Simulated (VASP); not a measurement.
A run of VASP 6.6.1:

File INCAR:

```
SYSTEM = Ti3H
PREC = Accurate
ENCUT = 520
EDIFF = 1E-7
ISMEAR = 0
SIGMA = 0.1
LREAL = .FALSE.
LASPH = .TRUE.
NELM = 100
ALGO = Normal
ISIF = 2
LWAVE = .FALSE.
LCHARG = .FALSE.
LDIPOL = .TRUE.
IDIPOL = 3
DIPOL = 0.5 0.5 0.336
GGA = PE
NBANDS = 47
```

Contents of KPOINTS:

```
Automatic mesh
0
G
  6 6 1
  0 0 0
```

The input POSCAR:

```
Ti3H
1.0
    4.6037402164      0.0000000000      0.0000000000
   -2.3018701082      3.9869559799      0.0000000000
    0.0000000000      0.0000000000     22.4968206792
Ti H
6 2
Direct
    0.6666666667      0.3333333333      0.1778029019
    0.3333333333      0.6666666667      0.2195747837
    0.0000000000      0.0000000000      0.2613466656
    0.6666666667      0.3333333333      0.2980472718
    0.3333333333      0.6666666667      0.3304570052
    0.0000000000      0.0000000000      0.3776898434
    0.4001898503      1.0000000000      0.5110420198
    0.5998101497      1.0000000000      0.5110420198
```

Potentials or basis: VASP PAW PBE potentials, release 64 (Ti_sv, H).

Launch:

```console
$ cat potpaw_PBE.64/Ti_sv/POTCAR potpaw_PBE.64/H/POTCAR > POTCAR
$ mpirun -np 1 vasp_std > vasp.out
```

Hardware: 1 thread of Intel Xeon 8259CL, on a shared host.

Task: Estimate the wall time of this run.

Result: It took 14 min on 1 thread of Intel Xeon 8259CL (shared host), peak memory 0.57 GiB. Counts: scf iterations 35, k points 13.
